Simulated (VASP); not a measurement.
Input of a VASP 6.6.1 run:

File INCAR:

```
ALGO = Fast
EDIFF = 1E-6
ENCUT = 520
GGA = PS
ISIF = 2
ISMEAR = 0
LASPH = True
LCHARG = False
LREAL = False
LWAVE = False
NBANDS = 10
NELM = 80
PREC = Accurate
SIGMA = 0.15
```

File KPOINTS:

```
k-points
0
Gamma
  24 24 14
```

File POSCAR:

```
Al
1.0
    2.9213219352      0.0000000000      0.0000000000
   -1.4606609676      2.5299390086      0.0000000000
    0.0000000000      0.0000000000      4.4054504657
Al
2
Direct
    0.6666666667      0.3333333333      0.7500000000
    0.3333333333      0.6666666667      0.2500000000
```

Potentials or basis: VASP PAW PBE potentials, release 64 (Al).

Launch:

```sh
$ cat potpaw_PBE.64/Al/POTCAR > POTCAR
$ mpirun -np 1 vasp_std > vasp.out
```

(1) Estimate the pressure.

(2) Predict the band gap on the k mesh.

Results:

(1) 0.8 GPa.

(2) zero (bands 3 and 4 overlap by 8.68 eV).

Caveat: the cell differs from its parent crystal (strain +0.025 along x and y, -0.050 along z); the PAW data sets were made with another functional, which shifts forces and pressure a little.
